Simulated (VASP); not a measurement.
## MoS2: single point with LDA

The system is MoS2, a slab with vacuum.

```
Mo S
1.0
     3.18413    0.00000    0.00000
    -1.59206    2.75753    0.00000
     0.00000    0.00000   17.33460
Mo S
1 2
Direct
  0.00000 0.00000 0.00000
  0.33333 0.66667 0.08949
  0.33333 0.66667 0.91051
```

* Program: VASP 6.6.1
* Task: single point
* Functional: LDA
* Potentials or basis: VASP PAW LDA potentials, release 64 (Mo_sv, S)
* Cutoff: 500 eV
* k mesh: 12 × 12 × 2
* Occupations: fermi-dirac, width 0.05 eV
* Spin: no spin polarisation
* Dipole correction: no
* Further INCAR settings: ALGO = Normal; EDIFF = 1e-06; NBANDS = 20

* Largest force: 0.377 eV/Å
* Band gap on the k mesh: 1.59 eV, indirect (least direct gap 1.66 eV)

Forces on the atoms (eV/Å):
```
Mo   0.000  0.000  0.000
S    0.000  0.000 -0.377
S    0.000  0.000  0.377
```

Levels at points of the mesh, in eV from the valence-band top:
```
           k point  band 10  band 11  band 12  band 13  band 14  band 15  band 16  band 17
(0.00, 0.00, 0.00)    -1.76    -1.57    -1.57     0.00     2.74     2.74     3.03     3.03
(0.50, 0.00, 0.00)    -3.23    -1.84    -1.01    -0.65     2.19     2.72     3.83     4.33
(0.00, 0.00, 0.50)    -1.76    -1.57    -1.57     0.00     2.74     2.74     3.03     3.03
(0.50, 0.00, 0.50)    -3.23    -1.84    -1.01    -0.65     2.19     2.72     3.83     4.33
```

Wall time 2.7 min on 1 thread of Intel Xeon 6975P-C, with other jobs on the host, peak memory 0.26 GiB.
